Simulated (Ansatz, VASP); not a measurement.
AgI: VASP beside Ansatz

Contents of INCAR:

```
ALGO     = Normal         # electronic algorithm
EDIFF    = 1E-6           # SCF threshold, eV
ENCUT    = 500            # plane-wave cutoff, eV
GGA      = PE             # functional
GGA_COMPAT= F            
ISIF     = 2              # what is computed and relaxed
ISMEAR   = 1              # smearing method
LASPH    = T              # aspherical terms in the spheres
LCHARG   = F              # write CHGCAR
LREAL    = F              # projectors in reciprocal space
LWAVE    = F              # write WAVECAR
NBANDS   = 16             # bands
NELM     = 120            # most SCF steps
PREC     = Accurate       # precision mode
SIGMA    = 0.001          # smearing width, eV
```

File KPOINTS:

```
k-points
0
Gamma
  4 4 4
```

POSCAR

```
AgI
1.0
    0.0000000000      3.2886328091      3.2886328091
    3.2886328091      0.0000000000      3.2886328091
    3.2886328091      3.2886328091      0.0000000000
Ag I
1 1
Direct
    0.0000000000      0.0000000000      0.0000000000
    0.2500000000      0.2500000000      0.2500000000
```

Input for Ansatz:

```yaml
crystal:
  lattice:
    - [0.0, 3.2886328091, 3.2886328091]
    - [3.2886328091, 0.0, 3.2886328091]
    - [3.2886328091, 3.2886328091, 0.0]
  atoms:
    - { symbol: Ag, position: [0.0, 0.0, 0.0] }
    - { symbol: I, position: [0.25, 0.25, 0.25] }
kpoints:
  mp_grid: { grid: [4, 4, 4] }
hamiltonian:
  xc: pbe
scf:
  occupations: { method: cold, width: 0.001 }
  n_extra_bands: 4
output:
  forces: true
  stress: true
  eigenvalues: true
```

Alike in both runs: task single point; functional PBE; k mesh 4 × 4 × 4; no spin polarisation.

```csv
,VASP,Ansatz
version,VASP 6.6.1,Ansatz 0.2.0
potentials or method,"VASP PAW PBE potentials, release 64 (Ag, I)",plane waves
plane-wave cutoff (eV),500,420
occupations,"methfessel-paxton of order 1, width 0.001 eV","cold, width 0.001 eV"
valence electrons in the cell,18,36
```

|  | VASP | Ansatz | Ansatz less VASP |
| --- | --- | --- | --- |
| gap on the k mesh at the Fermi level (eV) | 1.34 | 1.34 | -0.002 |
| pressure (GPa) | 0.7 | 0.8 | +0.04 |

VASP's potentials hold 18 valence electrons a cell and Ansatz's 36, so a difference there can come from the potentials and not from the codes.

Spin-orbit coupling is off throughout.
